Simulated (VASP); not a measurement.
# K: single point with LDA

The system is K.

```xyz
1
Lattice="-2.5219 2.5219 2.5219 2.5219 -2.5219 2.5219 2.5219 2.5219 -2.5219" Properties=species:S:1:pos:R:3 pbc="T T T"
K     0.0000    0.0000    0.0000
```

```json
{"Program": "VASP 6.6.1", "Task": "single point", "Functional": "LDA", "Potentials or basis": "VASP PAW LDA potentials, release 64 (K_sv)", "Cutoff": "500 eV", "k mesh": "5 × 5 × 5", "Occupations": "fermi-dirac, width 0.1 eV", "Spin": "no spin polarisation", "Dipole correction": "no", "Further INCAR settings": "ALGO = Normal; EDIFF = 1e-06; NBANDS = 10"}
```

* Pressure: 0.0 GPa
* Band gap on the k mesh: zero (an odd number of electrons rules out a gap without spin polarisation)

Levels at points of the mesh, in eV from the Fermi level:
| k point | band 1 | band 2 | band 3 | band 4 | band 5 | band 6 | band 7 | band 8 | band 9 |
| --- | --- | --- | --- | --- | --- | --- | --- | --- | --- |
| (0.00, 0.00, 0.00) | -31.76 | -15.43 | -15.43 | -15.43 | -2.38 | 4.26 | 4.26 | 4.26 | 5.29 |

Run time: 4.1 s on 1 thread of AMD EPYC 7R43 64-Core Processor (Zen 3), on a shared host, peak memory 0.11 GiB.
